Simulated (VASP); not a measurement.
Write the native input for VASP 6.6.1 that does the following.

```yaml
Task: relaxation of cell and atoms
Functional: PBE
Potentials_or_basis: VASP PAW PBE potentials, release 64 (Rb_sv, Ir)
Cutoff: 500 eV
k_mesh: 4 × 4 × 4
Occupations: gaussian, width 0.1 eV
Spin: no spin polarisation
Dipole_correction: no
Further_INCAR_settings: ALGO = Normal; EDIFF = 1e-07; IBRION = 2; EDIFFG = -0.04; NSW = 90; ISIF = 3
```

The structure of RbIr lies in POSCAR:

```
RbIr
1.0
    2.2449671723     -5.9148085673      0.0000000000
    2.2449671723      5.9148085673      0.0000000000
    0.0000000000      0.0000000000      4.4708485450
Rb Ir
2 2
Direct
    0.3544000000      0.6456000000      0.7500000000
    0.6456000000      0.3544000000      0.2500000000
    0.0776000000      0.9224000000      0.7500000000
    0.9224000000      0.0776000000      0.2500000000
```

The input as run:

INCAR

```
SYSTEM = RbIr
PREC = Accurate
ENCUT = 500
EDIFF = 1E-7
ISMEAR = 0
SIGMA = 0.1
LREAL = .False.
LASPH = .True.
NELM = 120
ALGO = Normal
ISIF = 3
LWAVE = .False.
LCHARG = .False.
GGA = PE
IBRION = 2
NSW = 90
EDIFFG = -0.04
GGA_COMPAT = .False.
NELMIN = 4
```

KPOINTS

```
Automatic mesh
0
Gamma
  4 4 4
  0 0 0
```

Potentials or basis: VASP PAW PBE potentials, release 64 (Rb_sv, Ir).

Command:

```bash
$ cat potpaw_PBE.64/Rb_sv/POTCAR potpaw_PBE.64/Ir/POTCAR > POTCAR
$ mpirun -np 1 vasp_std > vasp.out
```

It gave:

The relaxed volume is 34.74 Å³/atom and the relaxed cell is a = 6.345 Å, b = 6.345 Å, c = 4.444 Å, α = 90.00°, β = 90.00°, γ = 129.04°. The space group after relaxing (to 0.1 Å) is Cmcm (No. 63), the pressure after relaxing is 0.0 GPa and the largest force after relaxing is 0.013 eV/Å.

Caveat: the k points lie up to 0.35 Å⁻¹ apart in the final cell; the volume moved by over 15 % at a fixed basis, so the end points are rough.

Wall time 9.6 min on 1 thread of Intel(R) Xeon(R) Platinum 8488C (Sapphire Rapids), on a shared host, peak memory 0.33 GiB.
